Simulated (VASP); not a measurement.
# Ta: relaxation of cell and atoms with LDA

Ta:

```
Ta
1.0
     2.90037    0.00000    0.00000
    -1.45019    2.51180    0.00000
     0.00000    0.00000    5.16627
Ta
2
Direct
  0.66667 0.33333 0.75000
  0.33333 0.66667 0.25000
```

- Program: VASP 6.6.1
- Task: relaxation of cell and atoms
- Functional: LDA
- Potentials or basis: VASP PAW LDA potentials, release 64 (Ta_pv)
- Cutoff: 600 eV
- k mesh: 11 × 11 × 6
- Occupations: fermi-dirac, width 0.15 eV
- Spin: no spin polarisation
- Dipole correction: no
- Further INCAR settings: ALGO = Normal; EDIFF = 1e-07; IBRION = 2; EDIFFG = -0.01; NSW = 80; ISIF = 3

- Relaxed volume: 17.79 Å³/atom
- Relaxed cell: a = 2.844 Å, b = 2.844 Å, c = 5.078 Å, α = 90.00°, β = 90.00°, γ = 120.00°
- Space group after relaxing (to 0.05 Å): P6_3/mmc (No. 194)
- Energy gained by relaxing: 36.0 meV/atom
- Ionic steps: 7
- Pressure after relaxing: 0.0 GPa
- Band gap on the k mesh: zero (band 11 reaches 7.63 eV, above the bottom of band 12 at 5.11 eV)

The path:
```csv
step,energy change (eV),largest force (eV/Å),pressure (GPa),volume (Å³)
1,0.0000,0.0000,-10.64,37.64
2,0.3567,0.0000,34.88,31.23
3,-0.0719,0.0000,-0.59,35.67
4,-0.0721,0.0000,-0.06,35.58
5,-0.0720,0.0000,0.17,35.54
6,-0.0720,0.0000,-0.34,35.63
7,-0.0721,0.0000,-0.01,35.57
```

Final structure:
```
Ta
1.0
     2.84410    0.00000    0.00000
    -1.42205    2.46306    0.00000
     0.00000    0.00000    5.07810
Ta
2
Direct
  0.66667 0.33333 0.75000
  0.33333 0.66667 0.25000
```

Levels at points of the mesh, in eV from the Fermi level:
```
           k point  band 8  band 9  band 10  band 11  band 12  band 13  band 14  band 15
(0.00, 0.00, 0.00)   -5.05   -0.69     0.19     0.56     0.56     1.16     1.16     3.10
(0.00, 0.00, 0.50)   -6.38   -1.23    -1.23     0.62     0.62     0.62     0.62     4.64
```

It took 2 min on 1 thread of Intel(R) Xeon(R) Platinum 8488C (Sapphire Rapids), with other jobs on the host, peak memory 0.18 GiB.

Caveat: spin-orbit coupling is left out, which moves the levels of the heavy elements.
